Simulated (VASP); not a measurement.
YSe, 2 atoms in the cell. It takes space group Fm-3m (No. 225, cubic). Conventional cell: a = 5.463 Å, b = 5.463 Å, c = 5.463 Å, α = 90.00°, β = 90.00°, γ = 90.00°. Y (site symmetry m-3m) has 6 Se at 2.73 Å within 3.6 Å. Within 3.6 Å of Se (site symmetry m-3m) lie 6 Y at 2.73 Å.  This cell differs from its parent crystal: strain -0.050 along x and y, -0.050 along z.

| Property | Result |
| --- | --- |
| Program | VASP 6.6.1 |
| Task | single point |
| Functional | LDA |
| Potentials or basis | VASP PAW LDA potentials, release 64 (Y_sv, Se) |
| Cutoff | 520 eV |
| k mesh | 14 × 14 × 14 |
| Occupations | gaussian, width 0.15 eV |
| Spin | no spin polarisation |
| Dipole correction | no |
| Further INCAR settings | ALGO = Normal; EDIFF = 1e-06; NBANDS = 16 |

Potentials or basis: VASP PAW LDA potentials, release 64 (Y_sv, Se).

Launch:

```console
$ cat potpaw_LDA.64/Y_sv/POTCAR potpaw_LDA.64/Se/POTCAR > POTCAR
$ mpirun -np 1 vasp_std > vasp.out
```

Hardware: 1 thread of Intel(R) Xeon(R) Platinum 8375C CPU @ 2.90GHz (Ice Lake), with other jobs on the host.

Q: How long does it take, and how much memory?

A: Run time: 80 s on 1 thread of Intel(R) Xeon(R) Platinum 8375C CPU @ 2.90GHz (Ice Lake), with other jobs on the host, peak memory 0.22 GiB. Counts: scf iterations 13, k points 104.
